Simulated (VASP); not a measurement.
Crystal: MnO2.

```
CELL_PARAMETERS angstrom
4.40544 0.00000 0.00000
0.00000 4.53958 0.00000
0.00000 0.00000 2.96520
ATOMIC_POSITIONS crystal
Mn 0.50000 0.50000 0.50000
Mn 0.00000 0.00000 0.00000
O 0.22500 0.82500 0.50000
O 0.72500 0.67500 0.00000
O 0.77500 0.17500 0.50000
O 0.27500 0.32500 0.00000
```

```yaml
Program: VASP 6.6.1
Task: relaxation of cell and atoms
Functional: PBE
Potentials_or_basis: VASP PAW PBE potentials, release 64 (Mn_pv, O)
Cutoff: 600 eV
k_mesh: 4 × 4 × 6
Occupations: gaussian, width 0.1 eV
Spin: collinear spin, ferromagnetic start
Starting_moments: "[2.73, 2.73, 0.0, 0.0, 0.0, 0.0] μB"
```

At the start: pressure -10.4 GPa; volume 9.88 Å³/atom.

**Question.** How do energy, volume and symmetry change on relaxing?

**Answer.** Over 7 steps the energy falls by 27.6 meV/atom and the volume is 9.48 Å³/atom (-4.1 %); space group Pnnm (No. 58, to 0.1 Å) before and after; moment 6.00 μB per cell.

Step by step:
```csv
step,energy change (eV),largest force (eV/Å),pressure (GPa),volume (Å³)
1,0.0000,0.7846,-10.35,59.30
2,-0.0419,0.4953,13.87,53.97
3,-0.1561,0.2096,1.31,56.28
4,-0.1561,0.1949,1.61,56.22
5,-0.1651,0.0566,0.35,56.69
6,-0.1651,0.0448,0.45,56.66
7,-0.1654,0.0233,-0.39,56.86
```

Final structure:
```xyz
6
Lattice="4.3595 0.0000 0.0000 0.0000 4.5285 0.0000 0.0000 0.0000 2.8801" Properties=species:S:1:pos:R:3 pbc="T T T"
Mn    2.1798    2.2642    1.4401
Mn    4.3595    0.0000    0.0000
O     0.9578    3.7539    1.4401
O     3.1376    3.0389    0.0000
O     3.4017    0.7746    1.4401
O     1.2219    1.4896    0.0000
```

Caveat: the run started ferromagnetic, and an antiferromagnetic order may lie lower in energy.
